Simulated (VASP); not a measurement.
# C18Se in VASP: further runs

C18Se is run at these levels: PBE; tasks: single point.

Everything below comes from runs of VASP 6.6.1. Logs are shortened: lines on timing, memory, paths and dates and some standing lists are left out, and cuts for length are marked.

## (1) The cell of the first run

The cell holds a slab with vacuum, 19 atoms: a = 7.398 Å, b = 7.398 Å, c = 12.000 Å, α = 90.00°, β = 90.00°, γ = 120.00°.

## (2) Single point, PBE

File INCAR:

```
PREC     = Accurate       # precision mode
ENCUT    = 520            # plane-wave cutoff, eV
EDIFF    = 1E-6           # SCF threshold, eV
ISMEAR   = -1             # smearing method
SIGMA    = 0.02           # smearing width, eV
LREAL    = Auto         
LASPH    = True           # aspherical terms in the spheres
NELM     = 60             # most SCF steps
ALGO     = Normal         # electronic algorithm
ISIF     = 2              # what is computed and relaxed
LWAVE    = False          # write WAVECAR
LCHARG   = False          # write CHGCAR
GGA      = PE             # functional
NBANDS   = 54             # bands
```

File KPOINTS:

```
Automatic mesh
0
Gamma
  2 2 1
```

File POSCAR:

```
C18Se
1.0
    7.3980000000      0.0000000000      0.0000000000
   -3.6990000000      6.4068560000      0.0000000000
    0.0000000000      0.0000000000     12.0000000000
C Se
18 1
Direct
    0.0004394481     -0.0003379193      0.0784315833
    0.2234230992      0.1096583098      0.0795529167
   -0.0041047534      0.3315331264      0.0826135000
    0.2207408899      0.4402571246      0.1009323333
    0.0018543411      0.6676616425      0.0780040833
    0.2206389213      0.7774203135      0.0843515833
    0.3335458310     -0.0002319390      0.0802945833
    0.5560246042      0.1108426660      0.0794189167
    0.3370216586      0.3315345311      0.0833487500
    0.5551103349      0.4425618431      0.0770372500
    0.3348743348      0.6680095510      0.0978020833
    0.5582346816      0.7774807175      0.0827937500
    0.6674277623     -0.0002217937      0.0788514167
    0.8875451030      0.1097452479      0.0782251667
    0.6663361046      0.3315492029      0.0757810000
    0.8888435167      0.4424923863      0.0771726667
    0.6672418563      0.6676724122      0.0768101667
    0.8899098622      0.7784593567      0.0755345833
    0.2597061826      0.5028781668      0.2730430833
```

Potentials or basis: VASP PAW PBE potentials, release 64 (C, Se).

Started as:

```console
$ cat potpaw_PBE.64/C/POTCAR potpaw_PBE.64/Se/POTCAR > POTCAR
$ mpirun -np 1 vasp_std > vasp.out
```

OUTCAR:

```text
PREC = Accurate
   ENCUT = 520
   EDIFF = 1E-6
   ISMEAR = -1
   LREAL = Auto
   LASPH = True
   NELM = 60
   ISIF = 2
   GGA = PE

 ion  position               nearest neighbor table
   1  0.000  1.000  0.078-  18 1.42  14 1.43   2 1.43
   2  0.223  0.110  0.080-   7 1.41   9 1.42   1 1.43
   3  0.996  0.332  0.083-  16 1.40  14 1.42   4 1.46
   4  0.221  0.440  0.101-   9 1.46   3 1.46  11 1.46  19 2.10
   5  0.002  0.668  0.078-   6 1.40  18 1.43  16 1.44
   6  0.221  0.777  0.084-   5 1.40   7 1.43  11 1.44
   7  0.334  1.000  0.080-   2 1.41   8 1.43   6 1.43
   8  0.556  0.111  0.079-  15 1.41  13 1.43   7 1.43
   9  0.337  0.332  0.083-  10 1.40   2 1.42   4 1.46
  10  0.555  0.443  0.077-   9 1.40  15 1.42  17 1.44
  11  0.335  0.668  0.098-   6 1.44  12 1.44   4 1.46  19 2.35
  12  0.558  0.777  0.083-  17 1.40  13 1.43  11 1.44
  13  0.667  1.000  0.079-  14 1.41  12 1.43   8 1.43
  14  0.888  0.110  0.078-  13 1.41   3 1.42   1 1.43
  15  0.666  0.332  0.076-   8 1.41  10 1.42  16 1.43
  16  0.889  0.442  0.077-   3 1.40  15 1.43   5 1.44
  17  0.667  0.668  0.077-  12 1.40  18 1.43  10 1.44
  18  0.890  0.778  0.076-   1 1.42  17 1.43   5 1.43
  19  0.260  0.503  0.273-   4 2.10  11 2.35

  LATTYP: Found a hexagonal cell.
 ALAT       =     7.3980000000
 C/A-ratio  =     1.6220600162

  Lattice vectors:

 A1 = (   7.3980000000,   0.0000000000,   0.0000000000)
 A2 = (  -3.6990000000,   6.4068560000,   0.0000000000)
 A3 = (   0.0000000000,   0.0000000000,  12.0000000000)

Analysis of symmetry for initial positions (statically):
=====================================================================
 Subroutine PRICEL returns:
 Original cell was already a primitive cell.

 Routine SETGRP: Setting up the symmetry group for a
 hexagonal supercell.

 Subroutine GETGRP returns: Found  1 space group operations
 (whereof  1 operations were pure point group operations)
 out of a pool of 24 trial point group operations.

The static configuration has the point symmetry C_1 .

Analysis of symmetry for dynamics (positions and initial velocities):
=====================================================================
 Subroutine PRICEL returns:
 Original cell was already a primitive cell.

 Routine SETGRP: Setting up the symmetry group for a
 hexagonal supercell.

 Subroutine GETGRP returns: Found  1 space group operations
 (whereof  1 operations were pure point group operations)
 out of a pool of 24 trial point group operations.

The dynamic configuration has the point symmetry C_1 .

 Subroutine INISYM returns: Found  1 space group operations
 (whereof  1 operations are pure point group operations),
 and found     1 'primitive' translations

----------------------------------------------------------------------------------------

                                     Primitive cell

  volume of cell :     568.7750

  direct lattice vectors                    reciprocal lattice vectors
     7.398000000  0.000000000  0.000000000     0.135171668  0.078041398  0.000000000
    -3.699000000  6.406856000  0.000000000     0.000000000  0.156082796  0.000000000
     0.000000000  0.000000000 12.000000000     0.000000000  0.000000000  0.083333333

  length of vectors
     7.398000000  7.398000054 12.000000000     0.156082797  0.156082796  0.083333333

  position of ions in fractional coordinates (direct lattice)
     0.000439448  0.999662081  0.078431583
     0.223423099  0.109658310  0.079552917
     0.995895247  0.331533126  0.082613500
     0.220740890  0.440257125  0.100932333
     0.001854341  0.667661643  0.078004083
     0.220638921  0.777420314  0.084351583
[... 11 lines left out ...]
     0.889909862  0.778459357  0.075534583
     0.259706183  0.502878167  0.273043083

  ion indices of the primitive-cell ions
   primitive index   ion index
                 1           1
                 2           2
                 3           3
                 4           4
                 5           5
                 6           6
[... 11 lines left out ...]
                18          18
                19          19

----------------------------------------------------------------------------------------

 KPOINTS: Automatic mesh

Automatic generation of k-mesh.
 Grid dimensions read from file:
 generate k-points for:    2    2    1

 Generating k-lattice:

  Cartesian coordinates                     Fractional coordinates (reciprocal lattice)
     0.067585834  0.039020699  0.000000000     0.500000000  0.000000000  0.000000000
     0.000000000  0.078041398  0.000000000     0.000000000  0.500000000  0.000000000
     0.000000000  0.000000000  0.083333333     0.000000000  0.000000000  1.000000000

  Length of vectors
     0.078041399  0.078041398  0.083333333

  Shift w.r.t. Gamma in fractional coordinates (k-lattice)
     0.000000000  0.000000000  0.000000000

 Subroutine IBZKPT returns following result:
 ===========================================

 Found      4 irreducible k-points:

 Following reciprocal coordinates:
            Coordinates               Weight
  0.000000  0.000000  0.000000      1.000000
  0.500000  0.000000  0.000000      1.000000
  0.000000  0.500000  0.000000      1.000000
  0.500000  0.500000  0.000000      1.000000
   k-points           NKPTS =      4   k-points in BZ     NKDIM =      4   number of bands    NBANDS=     54
   number of dos      NEDOS =    301   number of ions     NIONS =     19
   total plane-waves  NPLWV = 282240
   dimension x,y,z NGX =    56 NGY =   56 NGZ =   90
   dimension x,y,z NGXF=   112 NGYF=  112 NGZF=  180
   ions per type =              18   1
   NGX,Y,Z   is equivalent  to a cutoff of  12.58, 12.58, 12.47 a.u.
   NGXF,Y,Z  is equivalent  to a cutoff of  25.17, 25.17, 24.94 a.u.
 SYSTEM =  unknown system
   PREC   = accura    normal or accurate (medium, high low for compatibility)
   ISTART =      0    job   : 0-new  1-cont  2-samecut
   ICHARG =      2    charge: 1-file 2-atom 10-const
   ISPIN  =      1    spin polarized calculation?
   LNONCOLLINEAR =      F non collinear calculations
   LSORBIT =      F    spin-orbit coupling
   LASPH  =      T    aspherical Exc in radial PAW
   ENCUT  =  520.0 eV  38.22 Ry    6.18 a.u.  13.76 13.76 22.31*2*pi/ulx,y,z
   NELM   =     60;   NELMIN=  2; NELMDL= -5     # of ELM steps
   EDIFF  = 0.1E-05   stopping-criterion for ELM
   LREAL  =      T    real-space projection
   EDIFFG = 0.1E-04   stopping-criterion for IOM
   NSW    =      0    number of steps for IOM
   IBRION =     -1    ionic relax: 0-MD 1-quasi-New 2-CG
   NFREE  =      0    steps in history (QN), initial steepest desc. (CG)
   ISIF   =      2    stress and relaxation
   ISYM   =      2    0-nonsym 1-usesym 2-fastsym
   POTIM  = 0.5000    time-step for ionic-motion
   TEBEG  =    0.0;   TEEND  =   0.0 temperature during run
   PSTRESS=    0.0 pullay stress
   NELECT =      78.0000    total number of electrons
   NUPDOWN=      -1.0000    fix difference up-down
   EMIN   =  10.00;   EMAX   =-10.00  energy-range for DOS
   EFERMI =   0.00;   METHOD = LEGACY
   ISMEAR =    -1;   SIGMA  =   0.02  broadening in eV -4-tet -1-fermi 0-gaus
   EFERMI_NEDOS =   21; number of points for ismear=-14 and -15
   IALGO  =     38    algorithm
   IMIX   =      4    mixing-type and parameters
     AMIX     =   0.40;   BMIX     =  1.00
     AMIX_MAG =   1.60;   BMIX_MAG =  1.00
  volume/ion in A,a.u.               =      29.94       202.01
  Fermi-wavevector in a.u.,A,eV,Ry     =   0.844228  1.595359  9.697146  0.712720
  Thomas-Fermi vector in A             =   1.959222
   LORBIT       =      0    0 simple, 1 ext, 2 COOP (PROOUT), +10 PAW based schemes
   GGA     = PE    functional components
   LHFCALC =     F    Hartree Fock is set to
   AEXX    =    0.0000 exact exchange contribution
   IVDW    =     0    specifies the selected vdW correction
   LEPSILON=     F    determine dielectric tensor
   LRPA    =     F    only Hartree local field effects (RPA)
 non-spin polarized calculation
  energy-cutoff  :      520.00
  volume of cell :      568.78
 maximum number of plane-waves:     15363
 NGX is ok and might be reduce to    56
   NGX = 27   NGY = 27   NGZ = 45

 number of electron      77.9999998 magnetization

 Free energy of the ion-electron system (eV)
  ---------------------------------------------------
  ext. energy  EPLUGINS =         0.00000000
  ---------------------------------------------------
  free energy    TOTEN  =      -166.81803048 eV

  energy without entropy =     -166.81779812  energy(sigma->0) =     -166.81791430

 E-fermi :  -1.6458     XC(G=0):  -4.1699

 val. band max:       -1.7751527592   @ k =   0.0000   0.0000   0.0000
 cond. band min:      -1.5163024353   @ k =   0.0000   0.0000   0.0000
 fundamental gap:      0.2588503238
 Fermi energy:        -1.6458056836

 k-point     1 :       0.0000    0.0000    0.0000
  band No.  band energies     occupation
      1     -21.3608      2.00000
      2     -19.1416      2.00000
      3     -18.7580      2.00000
      4     -18.7470      2.00000
      5     -18.7007      2.00000
      6     -18.6492      2.00000
[... 43 lines left out ...]
     50       3.2669      0.00000
     51       3.8520      0.00000

 k-point     2 :       0.5000    0.0000    0.0000
  band No.  band energies     occupation
      1     -20.8215      2.00000
      2     -20.5919      2.00000
      3     -19.4791      2.00000
      4     -19.3113      2.00000
      5     -17.2024      2.00000
      6     -16.8795      2.00000
[... 43 lines left out ...]
     50       4.1241      0.00000
     51       4.3396      0.00000

 k-point     3 :       0.0000    0.5000    0.0000
  band No.  band energies     occupation
      1     -20.7993      2.00000
      2     -20.6190      2.00000
      3     -19.4304      2.00000
      4     -19.3665      2.00000
      5     -17.1152      2.00000
      6     -16.9432      2.00000
[... 43 lines left out ...]
     50       4.1776      0.00000
     51       4.4026      0.00000

 k-point     4 :       0.5000    0.5000    0.0000
  band No.  band energies     occupation
      1     -20.8203      2.00000
      2     -20.5929      2.00000
      3     -19.4819      2.00000
      4     -19.3100      2.00000
      5     -17.1999      2.00000
      6     -16.8806      2.00000
[... 43 lines left out ...]
     50       4.1337      0.00000
     51       4.3284      0.00000
 [bands above 51 left out]

------------------------ aborting loop because EDIFF is reached ----------------------------------------

  FORCE on cell =-STRESS in cart. coord.  units (eV):
  Direction    XX          YY          ZZ          XY          YZ          ZX
  --------------------------------------------------------------------------------------
  -------------------------------------------------------------------------------------
  Total        1.7718927      3.8899731     -0.0961214      0.0456025      0.8365769     -0.3265277
  in kB        4.9912285     10.9576303     -0.2707636      0.1284574      2.3565459     -0.9197931
  external PRESSURE =       5.2260317 kB  Pullay stress =       0.0000000 kB

 VOLUME and BASIS-vectors are now :
 -----------------------------------------------------------------------------
  energy-cutoff  :      520.00
  volume of cell :      568.78
      direct lattice vectors                 reciprocal lattice vectors
     7.398000000  0.000000000  0.000000000     0.135171668  0.078041398  0.000000000
    -3.699000000  6.406856000  0.000000000     0.000000000  0.156082796  0.000000000
     0.000000000  0.000000000 12.000000000     0.000000000  0.000000000  0.083333333

 POSITION                                       TOTAL-FORCE (eV/Angst)
 -----------------------------------------------------------------------------------
     -3.69450      6.40469      0.94118        -0.007611     -0.017406      0.006445
      1.24726      0.70257      0.95464         0.021090     -0.016402     -0.043926
      6.14129      2.12409      0.99136         0.001435     -0.006024     -0.012751
      0.00453      2.82066      1.21119         0.015268     -0.051342     -0.007683
     -2.45596      4.27761      0.93605         0.018701     -0.013803     -0.007690
     -1.24339      4.98082      1.01222        -0.005260     -0.027666      0.044916
[... 11 lines left out ...]
      3.70403      4.98748      0.90641         0.001223      0.000796     -0.006508
      0.06116      3.22187      3.27652        -0.147002      0.360994     -0.007787
 -----------------------------------------------------------------------------------
    total drift:                               -0.018065     -0.008162      0.007214

  FREE ENERGIE OF THE ION-ELECTRON SYSTEM (eV)
  ---------------------------------------------------
  free  energy   TOTEN  =      -166.8180304767 eV

  energy  without entropy=     -166.8177981217  energy(sigma->0) =     -166.81791430
```

Run time: 5.3 min. Hardware: 1 thread of Intel Xeon Platinum 8259CL at 2.50GHz (Skylake/Cascade Lake), shared host; peak memory 0.58 GiB.

What came out:

* Free energy: -166.8180 eV
* Largest force: 0.390 eV/Å
* Band gap on the k mesh: 0.26 eV, direct

Forces on the atoms (eV/Å):
```
C   -0.008 -0.017  0.006
C    0.021 -0.016 -0.044
C    0.001 -0.006 -0.013
C    0.015 -0.051 -0.008
C    0.019 -0.014 -0.008
C   -0.005 -0.028  0.045
C   -0.001 -0.023  0.001
C    0.008 -0.009  0.004
C    0.027 -0.013 -0.107
C   -0.001 -0.027 -0.054
C    0.003 -0.034  0.155
C    0.031 -0.018  0.058
C    0.013 -0.029  0.030
C    0.009 -0.021  0.005
C    0.002 -0.024 -0.033
C    0.020 -0.021 -0.023
C   -0.008 -0.011 -0.001
C    0.001  0.001 -0.007
Se  -0.147  0.361 -0.008
```

Levels at points of the mesh, in eV from the valence-band top:
| k point | band 37 | band 38 | band 39 | band 40 | band 41 | band 42 |
| --- | --- | --- | --- | --- | --- | --- |
| (0.00, 0.00, 0.00) | -0.96 | -0.73 | 0.00 | 0.26 | 0.57 | 1.82 |
| (0.50, 0.00, 0.00) | -2.32 | -0.72 | -0.63 | 0.68 | 1.93 | 2.52 |
| (0.00, 0.50, 0.00) | -2.38 | -0.67 | -0.46 | 0.36 | 2.15 | 2.43 |
| (0.50, 0.50, 0.00) | -2.33 | -0.68 | -0.67 | 0.67 | 1.94 | 2.53 |

Caveat: the k points lie up to 0.49 Å⁻¹ apart.

[end of part 1 of 2]
